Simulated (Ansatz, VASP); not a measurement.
**Two plane-wave programs on W**

```xyz
6
Lattice="2.7570 0.0000 0.0000 -0.9190 2.5994 0.0000 0.0000 0.0000 26.2556" Properties=species:S:1:pos:R:3 pbc="T T T"
W     0.9190    1.2997    7.5000
W     0.0000    0.0000    9.7511
W     0.9190    1.2997   12.0022
W     0.0000    0.0000   14.2533
W     0.9190    1.2997   16.5045
W     0.0000    0.0000   18.7556
```

Alike in both runs: task single point; functional PBE; k mesh 13 × 13 × 1; occupations gaussian, width 0.1 eV; no spin polarisation.

|  | VASP | Ansatz |
| --- | --- | --- |
| version | VASP 6.6.1 | Ansatz 0.2.0 |
| potentials or method | VASP PAW PBE potentials, release 64 (W_sv), cutoff 520 eV | scalar-relativistic, plane waves, PAW |
| valence electrons in the cell | 84 | 84 |

```tsv
	VASP	Ansatz	Ansatz less VASP
gap on the k mesh at the Fermi level (eV)	none	none	-
rms of the force components (eV/Å)	0.343	0.347	+0.0037
work function, face that differs most (eV)	4.93	4.92	-0.003
```

Atom by atom the forces differ by 0.008 eV/Å (rms over components). A gap of «none» marks a metal or a gap that the smearing closes. Ansatz's warnings: xc potential rough in thin density.

Neither program's run includes spin-orbit coupling.
